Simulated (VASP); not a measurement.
Runs of VASP 6.6.1 on BeS. The structure is that of space group F-43m (No. 216), or close to it. The cells are those of the table. 

| task | cell | cutoff (eV) | gap on the mesh (eV) | pressure (GPa) |
| --- | --- | --- | --- | --- |
| single point | a = 3.414 Å, angles 60.0, 60.0, 90.0°, 2 atoms | 520 | (a) | -1.9 |
| relaxation of cell and atoms | relaxed to 15 GPa from a = 3.392 Å, angles 60.0, 60.0, 90.0°, 2 atoms | 600 | 2.53 | 15.0 |
| single point | a = 3.323 Å, angles 60.0, 60.0, 90.0°, 2 atoms | 520 | 2.68 | 7.0 |
| single point | a = 3.298 Å, angles 60.0, 60.0, 90.0°, 2 atoms | 520 | (b) | 10.0 |

Alike in all rows: level LDA; potentials or basis VASP PAW LDA potentials, release 64 (Be, S); no spin polarisation; k mesh 8 × 8 × 8; smearing gaussian 0.01 eV.

Estimate the missing entries.

(a) 2.88; (b) 2.63.

Caveats: the cell is relaxed towards a set pressure, so the enthalpy falls and the energy may rise (some runs).

A k mesh can miss the band edges.
